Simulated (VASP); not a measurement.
# TaAl5B: single point with PBE

TaAl5B:

```xyz
7
Lattice="0.0000 3.9509 3.9509 3.9509 0.0000 3.9509 3.9509 3.9509 0.0000" Properties=species:S:1:pos:R:3 pbc="T T T"
Ta    3.9509    3.9509    3.9509
Al    1.9754    1.9754    1.9754
Al    7.0190    7.0190    7.0190
Al    4.8336    4.8336    7.0190
Al    4.8336    7.0190    4.8336
Al    7.0190    4.8336    4.8336
B     5.9263    5.9263    5.9263
```

The cell was built from a structure type or drawn by symmetry, and may not be a known phase.

```
Program             : VASP 6.6.1
Task                : single point
Functional          : PBE
Potentials or basis : VASP PAW PBE potentials, release 64 (Ta_pv, Al, B)
Cutoff              : 500 eV
k mesh              : 4 × 4 × 4
Occupations         : gaussian, width 0.2 eV
Spin                : no spin polarisation
```

```json
{"Pressure": "0.4 GPa", "Largest force": "0.127 eV/Å", "Band gap on the k mesh": "zero (an odd number of electrons rules out a gap without spin polarisation)"}
```

Forces on the atoms (eV/Å):
```
Ta   0.000  0.000  0.000
Al   0.000  0.000  0.000
Al   0.074  0.074  0.074
Al  -0.074 -0.074  0.074
Al  -0.074  0.074 -0.074
Al   0.074 -0.074 -0.074
B    0.000  0.000  0.000
```

Levels at points of the mesh, in eV from the Fermi level:
```csv
k point,band 12,band 13,band 14,band 15,band 16,band 17
"(0.00, 0.00, 0.00)",-2.77,-1.73,-1.73,-0.11,-0.11,-0.11
"(0.50, 0.00, 0.00)",-1.37,-0.82,-0.82,0.80,1.17,1.17
"(0.50, 0.50, 0.00)",-1.10,-0.89,-0.24,0.41,0.62,0.62
```

It took 20 s on 1 thread of Intel(R) Xeon(R) 6975P-C (Granite Rapids), with other jobs on the host, peak memory 0.25 GiB.

Caveat: spin-orbit coupling is left out, which moves the levels of the heavy elements.
